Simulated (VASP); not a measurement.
# Os (Fm-3m) in VASP: further runs

Aim: see how the results for Os move with the level of theory and the settings. Levels: PBE, PBE+D3(BJ). Tasks: single point.

Everything below comes from runs of VASP 6.6.1. Logs are shortened: lines on timing, memory, paths and dates and some standing lists are left out, and cuts for length are marked.

## (1) The cell of the first run

The structure is cubic, space group Fm-3m (No. 225). Conventional cell: a = 3.844 Å, b = 3.844 Å, c = 3.844 Å, α = 90.00°, β = 90.00°, γ = 90.00°. Within 3.6 Å of Os (site symmetry m-3m) lie 12 Os at 2.72 Å.

This isn't the form of Os at room conditions, which is hcp.

## (2) Single point, PBE

INCAR

```
SYSTEM = Os
PREC = Accurate
ENCUT = 600
EDIFF = 1E-6
ISMEAR = 0
SIGMA = 0.1
LREAL = .FALSE.
LASPH = .TRUE.
NELM = 120
ALGO = Normal
ISIF = 2
LWAVE = .FALSE.
LCHARG = .FALSE.
GGA = PE
NELECT = 10.0
ISYM = 0
NBANDS = 10
GGA_COMPAT = .FALSE.
```

KPOINTS

```
regular mesh
0
G
  5 1 7
  0 0 0
```

POSCAR

```
Os
1.0
    0.0000000000      1.9220413878      1.9220413878
    1.9220413878      0.0000000000      1.9220413878
    1.9220413878      1.9220413878      0.0000000000
Os
1
Direct
    0.0000000000      0.0000000000      0.0000000000
```

Potentials or basis: VASP PAW PBE potentials, release 64 (Os).

Started as:

```
$ cat potpaw_PBE.64/Os/POTCAR > POTCAR
$ mpirun -np 1 vasp_std > vasp.out
```

OUTCAR:

```text
SYSTEM = Os
   PREC = Accurate
   ENCUT = 600
   EDIFF = 1E-6
   ISMEAR = 0
   LREAL = .FALSE.
   LASPH = .TRUE.
   NELM = 120
   ISIF = 2
   GGA = PE
   NELECT = 10.0
   ISYM = 0

 ion  position               nearest neighbor table
   1  0.000  0.000  0.000-

IMPORTANT INFORMATION: All symmetrisations will be switched off!
NOSYMM: (Re-)initialisation of all symmetry stuff for point group C_1.

----------------------------------------------------------------------------------------

                                     Primitive cell

  volume of cell :      14.2010

  direct lattice vectors                    reciprocal lattice vectors
     0.000000000  1.922041388  1.922041388    -0.260140080  0.260140080  0.260140080
     1.922041388  0.000000000  1.922041388     0.260140080 -0.260140080  0.260140080
     1.922041388  1.922041388  0.000000000     0.260140080  0.260140080 -0.260140080

  length of vectors
     2.718176998  2.718176998  2.718176998     0.450575835  0.450575835  0.450575835

  position of ions in fractional coordinates (direct lattice)
     0.000000000  0.000000000  0.000000000

  ion indices of the primitive-cell ions
   primitive index   ion index
                 1           1

----------------------------------------------------------------------------------------

 KPOINTS: regular mesh

Automatic generation of k-mesh.
 Grid dimensions read from file:
 generate k-points for:    5    1    7

 Generating k-lattice:

  Cartesian coordinates                     Fractional coordinates (reciprocal lattice)
    -0.052028016  0.052028016  0.052028016     0.200000000  0.000000000  0.000000000
     0.260140080 -0.260140080  0.260140080     0.000000000  1.000000000  0.000000000
     0.037162869  0.037162869 -0.037162869     0.000000000  0.000000000  0.142857143

  Length of vectors
     0.090115167  0.450575835  0.064367976

  Shift w.r.t. Gamma in fractional coordinates (k-lattice)
     0.000000000  0.000000000  0.000000000

 -----------------------------------------------------------------------------
|                                                                             |
|           W    W    AA    RRRRR   N    N  II  N    N   GGGG   !!!           |
|           W    W   A  A   R    R  NN   N  II  NN   N  G    G  !!!           |
|           W    W  A    A  R    R  N N  N  II  N N  N  G       !!!           |
|           W WW W  AAAAAA  RRRRR   N  N N  II  N  N N  G  GGG   !            |
|           WW  WW  A    A  R   R   N   NN  II  N   NN  G    G                |
|           W    W  A    A  R    R  N    N  II  N    N   GGGG   !!!           |
|                                                                             |
|     Your reciprocal lattice and k-lattice belong to different lattice       |
|     classes:                                                                |
|                                                                             |
|        The reciprocal lattice is body-centered cubic,                       |
|        whereas your k-lattice is base-centered monoclinic.                  |
|                                                                             |
|     Results are often still useful ...                                      |
|                                                                             |
 -----------------------------------------------------------------------------

 WARNING: IBZKPT: internal override: KBLOWUP is changed to .FALSE.
      ... skipping the blow-up phase ...

 Subroutine IBZKPT returns following result:
 ===========================================

 Found     18 irreducible k-points:

 Following reciprocal coordinates:
            Coordinates               Weight
  0.000000  0.000000  0.000000      1.000000
  0.200000  0.000000  0.000000      2.000000
  0.400000  0.000000  0.000000      2.000000
  0.000000  0.000000  0.142857      2.000000
  0.200000  0.000000  0.142857      2.000000
  0.400000  0.000000  0.142857      2.000000
[... 10 lines left out ...]
 -0.400000  0.000000  0.428571      2.000000
 -0.200000  0.000000  0.428571      2.000000
   k-points           NKPTS =     18   k-points in BZ     NKDIM =     18   number of bands    NBANDS=     10
   number of dos      NEDOS =    301   number of ions     NIONS =      1
   total plane-waves  NPLWV =  13824
   dimension x,y,z NGX =    24 NGY =   24 NGZ =   24
   dimension x,y,z NGXF=    48 NGYF=   48 NGZF=   48
   ions per type =               1
   NGX,Y,Z   is equivalent  to a cutoff of  14.68, 14.68, 14.68 a.u.
   NGXF,Y,Z  is equivalent  to a cutoff of  29.36, 29.36, 29.36 a.u.
 SYSTEM =  Os
   PREC   = accura    normal or accurate (medium, high low for compatibility)
   ISTART =      0    job   : 0-new  1-cont  2-samecut
   ICHARG =      2    charge: 1-file 2-atom 10-const
   ISPIN  =      1    spin polarized calculation?
   LNONCOLLINEAR =      F non collinear calculations
   LSORBIT =      F    spin-orbit coupling
   LASPH  =      T    aspherical Exc in radial PAW
   ENCUT  =  600.0 eV  44.10 Ry    6.64 a.u.   5.43  5.43  5.43*2*pi/ulx,y,z
   NELM   =    120;   NELMIN=  2; NELMDL= -5     # of ELM steps
   EDIFF  = 0.1E-05   stopping-criterion for ELM
   LREAL  =      F    real-space projection
   EDIFFG = 0.1E-04   stopping-criterion for IOM
   NSW    =      0    number of steps for IOM
   IBRION =     -1    ionic relax: 0-MD 1-quasi-New 2-CG
   NFREE  =      0    steps in history (QN), initial steepest desc. (CG)
   ISIF   =      2    stress and relaxation
   ISYM   =      0    0-nonsym 1-usesym 2-fastsym
   POTIM  = 0.5000    time-step for ionic-motion
   TEBEG  =    0.0;   TEEND  =   0.0 temperature during run
   PSTRESS=    0.0 pullay stress
   NELECT =      10.0000    total number of electrons
   NUPDOWN=      -1.0000    fix difference up-down
   EMIN   =  10.00;   EMAX   =-10.00  energy-range for DOS
   EFERMI =   0.00;   METHOD = LEGACY
   ISMEAR =     0;   SIGMA  =   0.10  broadening in eV -4-tet -1-fermi 0-gaus
   EFERMI_NEDOS =   21; number of points for ismear=-14 and -15
   IALGO  =     38    algorithm
   IMIX   =      4    mixing-type and parameters
     AMIX     =   0.40;   BMIX     =  1.00
     AMIX_MAG =   1.60;   BMIX_MAG =  1.00
  volume/ion in A,a.u.               =      14.20        95.83
  Fermi-wavevector in a.u.,A,eV,Ry     =   1.456472  2.752333 28.862178  2.121310
  Thomas-Fermi vector in A             =   2.573386
   LORBIT       =      0    0 simple, 1 ext, 2 COOP (PROOUT), +10 PAW based schemes
   GGA     = PE    functional components
   LHFCALC =     F    Hartree Fock is set to
   AEXX    =    0.0000 exact exchange contribution
   IVDW    =     0    specifies the selected vdW correction
   LEPSILON=     F    determine dielectric tensor
   LRPA    =     F    only Hartree local field effects (RPA)
 non-spin polarized calculation
 Gauss-broadening in eV      SIGMA  =   0.10
  energy-cutoff  :      600.00
  volume of cell :       14.20
 maximum number of plane-waves:       489
 NGX is ok and might be reduce to    24
   NGX = 11   NGY = 11   NGZ = 11

 number of electron       8.0000000 magnetization

 number of electron      10.0000000 magnetization

 Free energy of the ion-electron system (eV)
  ---------------------------------------------------
  ext. energy  EPLUGINS =         0.00000000
  ---------------------------------------------------
  free energy    TOTEN  =         8.58979851 eV

  energy without entropy =        8.59647761  energy(sigma->0) =        8.59313806

 E-fermi :  12.0666     XC(G=0): -14.7967

 val. band max:       11.9456788575   @ k =   0.4000   0.0000   0.0000
 cond. band min:      12.1076764916   @ k =   0.4000   0.0000   0.0000
 fundamental gap:      0.1619976342
 Fermi energy:        12.0665780614

 k-point     1 :       0.0000    0.0000    0.0000
  band No.  band energies     occupation
      1      -2.5916      2.00000
      2       6.5410      2.00000
      3       6.6512      2.00000
      4       6.7546      2.00000
      5      10.0186      2.00000
      6      10.0788      2.00000
      7      21.9349      0.00000
      8      27.4695      0.00000
      9      27.5253      0.00000
     10      27.8795      0.00000

 k-point     2 :       0.2000    0.0000    0.0000
  band No.  band energies     occupation
      1      -0.8654      2.00000
      2       5.6311      2.00000
      3       7.1454      2.00000
      4       7.2941      2.00000
      5       9.7050      2.00000
      6       9.8578      2.00000
      7      22.8773      0.00000
      8      25.3901      0.00000
      9      30.7863      0.00000
     10      30.9689      0.00000

 k-point     3 :       0.4000    0.0000    0.0000
  band No.  band energies     occupation
      1       1.1250      2.00000
      2       6.5089      2.00000
      3       6.6696      2.00000
      4       6.9064      2.00000
      5      11.9457      1.91269
      6      12.1077      0.56109
      7      19.4177      0.00000
      8      22.6510      0.00000
      9      29.8410      0.00000
     10      29.9122      0.00000

 k-point     4 :       0.0000    0.0000    0.1429
  band No.  band energies     occupation
      1      -1.6441      2.00000
      2       5.9675      2.00000
      3       7.0397      2.00000
      4       7.1278      2.00000
      5       9.6773      2.00000
      6       9.7795      2.00000
      7      23.5917      0.00000
      8      24.7763      0.00000
      9      29.2464      0.00000
     10      29.3787      0.00000
[... 144 lines left out ...]
 k-point    16 :       0.4000    0.0000    0.4286
  band No.  band energies     occupation
      1       1.3068      2.00000
      2       2.6700      2.00000
      3       9.3229      2.00000
      4      12.2261      0.02408
      5      12.4530      0.00000
      6      12.7185      0.00000
      7      21.8199      0.00000
      8      21.9207      0.00000
      9      23.7674      0.00000
     10      29.8318      0.00000

 k-point    17 :      -0.4000    0.0000    0.4286
  band No.  band energies     occupation
      1       1.8875      2.00000
      2       3.0352      2.00000
      3       8.2896      2.00000
      4      11.1312      2.00000
      5      12.9706      0.00000
      6      16.4879      0.00000
      7      17.4115      0.00000
      8      22.7712      0.00000
      9      22.9987      0.00000
     10      31.5091      0.00000

 k-point    18 :      -0.2000    0.0000    0.4286
  band No.  band energies     occupation
      1       2.7618      2.00000
      2       4.5947      2.00000
      3       6.5145      2.00000
      4       7.7897      2.00000
      5      12.2818      0.00234
      6      15.1115      0.00000
      7      17.7679      0.00000
      8      24.3440      0.00000
      9      27.0090      0.00000
     10      28.1089      0.00000

------------------------ aborting loop because EDIFF is reached ----------------------------------------

  FORCE on cell =-STRESS in cart. coord.  units (eV):
  Direction    XX          YY          ZZ          XY          YZ          ZX
  --------------------------------------------------------------------------------------
  -------------------------------------------------------------------------------------
  Total       31.9335797     32.5239195     31.9335832     -0.4988422      0.4988415      2.4896975
  in kB     3602.7986062   3669.4017061   3602.7989979    -56.2801929     56.2801102    280.8917318
  external PRESSURE =    3624.9997701 kB  Pullay stress =       0.0000000 kB

 VOLUME and BASIS-vectors are now :
 -----------------------------------------------------------------------------
  energy-cutoff  :      600.00
  volume of cell :       14.20
      direct lattice vectors                 reciprocal lattice vectors
     0.000000000  1.922041388  1.922041388    -0.260140080  0.260140080  0.260140080
     1.922041388  0.000000000  1.922041388     0.260140080 -0.260140080  0.260140080
     1.922041388  1.922041388  0.000000000     0.260140080  0.260140080 -0.260140080

 POSITION                                       TOTAL-FORCE (eV/Angst)
 -----------------------------------------------------------------------------------
      0.00000      0.00000      0.00000         0.000002     -0.000000      0.000003
 -----------------------------------------------------------------------------------
    total drift:                                0.000002     -0.000000      0.000003

  FREE ENERGIE OF THE ION-ELECTRON SYSTEM (eV)
  ---------------------------------------------------
  free  energy   TOTEN  =         8.5897985080 eV

  energy  without entropy=        8.5964776121  energy(sigma->0) =        8.59313806
```

Run time: 3.6 s. Hardware: 1 thread of Intel Xeon Platinum 8375C at 2.90GHz (Ice Lake), shared host; peak memory 0.14 GiB.

Results:

| Quantity | Value |
| --- | --- |
| Free energy | 8.5898 eV |

Caveat: the k points lie up to 2.33 Å⁻¹ apart, too coarse for converged energies and pressures of a metal; the cell carries a net charge on a neutralising background, which shifts energy and pressure; the cell is charged against a uniform background, so pressure and absolute levels hang on convention; spin-orbit coupling is left out, which moves the levels of the heavy elements.

## (3) Single point, PBE+D3(BJ), collinear spin

INCAR

```
PREC = Accurate
ENCUT = 600
EDIFF = 1E-6
ISMEAR = 0
SIGMA = 0.1
LREAL = F
LASPH = T
NELM = 200
ALGO = Normal
ISIF = 2
LWAVE = F
LCHARG = T
ISPIN = 2
MAGMOM = 0.5
LORBIT = 11
LMAXMIX = 4
GGA = PE
IVDW = 12
LELF = T
LVHAR = T
NELECT = 7.9
ISYM = 0
NBANDS = 14
GGA_COMPAT = F
```

KPOINTS

```
Automatic mesh
0
Gamma
  2 2 2
  0 0 0.5
```

POSCAR is that of step 2.

Potentials or basis: VASP PAW PBE potentials, release 64 (Os).

Started as:

```
$ cat potpaw_PBE.64/Os/POTCAR > POTCAR
$ mpirun -np 1 vasp_std > vasp.out
```

It took 8.7 s on 1 thread of Intel Xeon Platinum 8375C at 2.90GHz (Ice Lake), shared host; peak memory 0.15 GiB.

The run converged, but its numbers aren't listed here, since they failed a check.

Caveat: the k points lie up to 1.42 Å⁻¹ apart; the cell carries a net charge on a neutralising background, which shifts energy and pressure; the cell is charged against a uniform background, so pressure and absolute levels hang on convention; the mesh shows a gap though the element is a metal; spin-orbit coupling is left out, which moves the levels of the heavy elements.

(Part 1 of 2 ends here.)
